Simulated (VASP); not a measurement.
A run of VASP 6.6.1:

Contents of INCAR:

```
  PREC = Accurate
  ENCUT = 520
  EDIFF = 1E-6
  ISMEAR = -1
  SIGMA = 0.01
  LREAL = F
  LASPH = T
  NELM = 60
  ALGO = Normal
  ISIF = 2
  LWAVE = F
  LCHARG = T
  GGA = PE
  LELF = T
  LVHAR = T
  NBANDS = 16
```

The input KPOINTS:

```
regular mesh
0
Gamma
  8 8 8
```

POSCAR

```
ZnS
1.0
    0.0000000000      2.7587430000      2.7046500000
    2.7587430000      0.0000000000      2.7046500000
    2.7587430000      2.7587430000      0.0000000000
Zn S
1 1
Direct
    0.0000000000      0.0000000000      0.0000000000
    0.7500000000      0.7500000000      0.7500000000
```

Potentials or basis: VASP PAW PBE potentials, release 64 (Zn, S).

Run with:

```console
$ cat potpaw_PBE.64/Zn/POTCAR potpaw_PBE.64/S/POTCAR > POTCAR
$ mpirun -np 1 vasp_std > vasp.out
```

Hardware: 1 thread of AMD EPYC 7R43 64-Core Processor (Zen 3), with other jobs on the host.

Problem. How long does it take, and how much memory?

Solution. Wall time 42 s on 1 thread of AMD EPYC 7R43 64-Core Processor (Zen 3), on a shared host, peak memory 0.16 GiB. Counts: scf iterations 13, k points 59.
